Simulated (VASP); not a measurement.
BaTiO3: single point with PBE

BaTiO3:

```
Ba Ti O
1.0
     4.34848    0.00000    0.00000
    -2.17424    3.76590    0.00000
     0.00000    0.00000    5.25242
Ba Ti O
1 1 3
Direct
  0.00000 0.00000 0.00000
  0.00000 0.00000 0.50000
  0.50000 0.00000 0.00000
  0.00000 0.50000 0.00000
  0.50000 0.50000 0.00000
```

The cell was generated, and may not be a known phase.

```
Program             : VASP 6.6.1
Task                : single point
Functional          : PBE
Potentials or basis : VASP PAW PBE potentials, release 64 (Ba_sv, Ti_sv, O)
Cutoff              : 520 eV
k mesh              : 6 × 6 × 4
Occupations         : gaussian, width 0.1 eV
Spin                : collinear spin
Starting moments    : [0.0, 1.0, 0.0, 0.0, 0.0] μB
```

```json
{
 "Pressure": "30.3 GPa",
 "Band gap on the k mesh": "zero (filled and empty bands overlap)",
 "Net moment": "0.00 μB per cell",
 "Valence electrons inside the program's atomic spheres": "Ba 8.91; Ti 10.16; O 4.88"
}
```

Stress tensor (GPa, compression positive):
```
39.75  0.00  0.00
 0.00 39.75  0.00
 0.00  0.00 11.25
```

Levels at points of the mesh, in eV from the Fermi level:
Spin up:
```tsv
k point	band 17	band 18	band 19	band 20	band 21	band 22	band 23	band 24
(0.00, 0.00, 0.00)	-1.14	-0.62	-0.45	-0.45	0.09	0.09	0.11	0.11
(0.50, 0.00, 0.00)	-2.42	-2.11	-0.56	-0.31	0.08	0.21	0.56	0.61
(0.00, 0.00, 0.50)	-0.46	-0.20	-0.20	0.30	0.30	0.50	0.50	2.10
(0.50, 0.00, 0.50)	-2.24	-2.10	-0.07	-0.01	0.05	0.53	0.79	0.95
```
Spin down:
| k point | band 16 | band 17 | band 18 | band 19 | band 20 | band 21 | band 22 | band 23 | band 24 | band 25 |
| --- | --- | --- | --- | --- | --- | --- | --- | --- | --- | --- |
| (0.00, 0.00, 0.00) | -1.82 | -1.14 | -0.62 | -0.45 | -0.45 | 0.09 | 0.09 | 0.11 | 0.11 | 1.98 |
| (0.50, 0.00, 0.00) | -2.50 | -2.42 | -2.11 | -0.56 | -0.31 | 0.08 | 0.21 | 0.56 | 0.61 | 0.79 |
| (0.00, 0.00, 0.50) | -1.14 | -0.46 | -0.20 | -0.20 | 0.30 | 0.30 | 0.50 | 0.50 | 2.10 | 2.10 |
| (0.50, 0.00, 0.50) | -2.81 | -2.24 | -2.10 | -0.07 | -0.01 | 0.05 | 0.53 | 0.79 | 0.95 | 0.96 |

Wall time 85 s on 1 thread of Intel(R) Xeon(R) 6975P-C (Granite Rapids), with other jobs on the host, peak memory 0.29 GiB.

Caveat: the stress differs along the axes, from 11 to 40 GPa; spin-orbit coupling is left out, which moves the levels of the heavy elements.
